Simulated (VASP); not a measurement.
A run of VASP 6.6.1:

File INCAR:

```
PREC = Accurate
ENCUT = 520
EDIFF = 1E-6
ISMEAR = -1
SIGMA = 0.02
LREAL = F
LASPH = T
NELM = 100
ALGO = Normal
ISIF = 2
LWAVE = F
LCHARG = F
GGA = PE
NBANDS = 12
```

The input KPOINTS:

```
regular mesh
0
Gamma
  8 8 8
```

File POSCAR:

```
LiCl
1.0
   -0.0605380171      2.5565882615      2.5565882615
    2.5565882615     -0.0605380171      2.5565882615
    2.5565882615      2.5565882615     -0.0605380171
Li Cl
1 1
Direct
    0.0000000000      0.0000000000      0.0000000000
    0.5000000000      0.5000000000      0.5000000000
```

Potentials or basis: VASP PAW PBE potentials, release 64 (Li_sv, Cl).

The run is started by

```bash
$ cat potpaw_PBE.64/Li_sv/POTCAR potpaw_PBE.64/Cl/POTCAR > POTCAR
$ mpirun -np 1 vasp_std > vasp.out
```

Hardware: 1 thread of Intel(R) Xeon(R) Platinum 8259CL CPU @ 2.50GHz (Skylake/Cascade Lake), with other jobs on the host.

Task: How long does it take, and how much memory?

Result: It took 27 s on 1 thread of Intel(R) Xeon(R) Platinum 8259CL CPU @ 2.50GHz (Skylake/Cascade Lake), with other jobs on the host, peak memory 0.16 GiB. Counts: scf iterations 12, k points 65.
